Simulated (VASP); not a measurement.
Write the native input for VASP 6.6.1 that does the following.

- Task: single point
- Functional: PBE
- Potentials or basis: VASP PAW PBE potentials, release 64 (In_d, O)
- Cutoff: 520 eV
- k mesh: 3 × 3 × 3
- Occupations: gaussian, width 0.1 eV
- Spin: no spin polarisation
- Dipole correction: no
- Further INCAR settings: ALGO = Normal; EDIFF = 1e-06; NBANDS = 55; ISYM = 0

The structure of In2O3 lies in POSCAR:

```
In2O3
1.0
    6.1426828475      0.4356250708      0.0095456911
    0.4368537266      4.1212033094     -0.0571123188
   -0.0280115662      0.0698628120      5.4116415366
In O
4 6
Direct
    0.0631502608      0.2344561027      0.3094141333
    0.6528197633      0.8213384672      0.3097154123
    0.1528324386      0.8213345955      0.8096876984
    0.5631358163      0.2344353368      0.8094079517
    0.3578562605      1.0281956271      0.1045395839
    0.0055805190      0.7330019656      0.1633218988
    0.2102884533      0.3229600570      0.6634740064
    0.8578648452      0.0281756853      0.6045348417
    0.5055754648      0.7329662106      0.6633162608
    0.7102967172      0.3229717682      0.1634911029
```

The input as run:

INCAR

```
SYSTEM = In2O3
PREC = Accurate
ENCUT = 520
EDIFF = 1E-6
ISMEAR = 0
SIGMA = 0.1
LREAL = .FALSE.
LASPH = .TRUE.
NELM = 80
ALGO = Normal
ISIF = 2
LWAVE = .FALSE.
LCHARG = .FALSE.
GGA = PE
NBANDS = 55
ISYM = 0
```

KPOINTS

```
regular mesh
0
G
  3 3 3
  0 0 0
```

Potentials or basis: VASP PAW PBE potentials, release 64 (In_d, O).

The run is started by

```console
$ cat potpaw_PBE.64/In_d/POTCAR potpaw_PBE.64/O/POTCAR > POTCAR
$ mpirun -np 1 vasp_std > vasp.out
```

It gave:

```json
{
  "Pressure": "0.4 GPa",
  "Largest force": "0.015 eV/Å",
  "Band gap on the k mesh": "zero (band 44 reaches 5.36 eV, above the bottom of band 45 at 5.30 eV)"
}
```

Caveat: the k points lie up to 0.51 Å⁻¹ apart; spin-orbit coupling is left out, which moves the levels of the heavy elements.

Wall time 53 s on 1 thread of Intel(R) Xeon(R) 6975P-C (Granite Rapids), on a shared host, peak memory 0.26 GiB.
